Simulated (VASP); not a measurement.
Input of a VASP 6.6.1 run:

The input INCAR:

```
PREC = Accurate
ENCUT = 640
EDIFF = 1E-6
ISMEAR = 0
SIGMA = 0.05
LREAL = False
LASPH = True
NELM = 300
ALGO = Normal
ISIF = 2
LWAVE = False
LCHARG = True
GGA = PE
LVHAR = True
NBANDS = 36
GGA_COMPAT = False
NELMDL = -8
AMIX = 0.1
BMIX = 1E-4
AMIX_MAG = 0.4
BMIX_MAG = 1E-4
KPAR = 4
```

Contents of KPOINTS:

```
regular mesh
0
Gamma
  9 9 1
```

The input POSCAR:

```
SiC
1.0
    3.0917664104      0.0000000000      0.0000000000
   -1.5458832052      2.6775482539      0.0000000000
    0.0000000000      0.0000000000     28.3148762731
C Si
6 6
Direct
    0.3333333333      0.6666666667      0.2648784310
    0.6666666667      0.3333333333      0.3544783487
    0.3333333333      0.6666666667      0.4440782665
    0.6666666667      0.3333333333      0.5336781842
    0.3333333333      0.6666666667      0.6232781020
    0.6666666667      0.3333333333      0.7128780198
    0.6666666667      0.3333333333      0.2871219802
    0.3333333333      0.6666666667      0.3767218980
    0.6666666667      0.3333333333      0.4663218158
    0.3333333333      0.6666666667      0.5559217335
    0.6666666667      0.3333333333      0.6455216513
    0.3333333333      0.6666666667      0.7351215690
```

Potentials or basis: VASP PAW PBE potentials, release 64 (C, Si).

Run with:

```sh
$ cat potpaw_PBE.64/C/POTCAR potpaw_PBE.64/Si/POTCAR > POTCAR
$ mpirun -np 4 vasp_std > vasp.out
```

(1) Estimate the band gap on the k mesh.

(2) Estimate the largest force.

Results:

(1) zero (bands 24 and 25 overlap by 0.30 eV).

(2) 2.641 eV/Å.

Caveat: there is no dipole correction, which matters where the two faces differ.
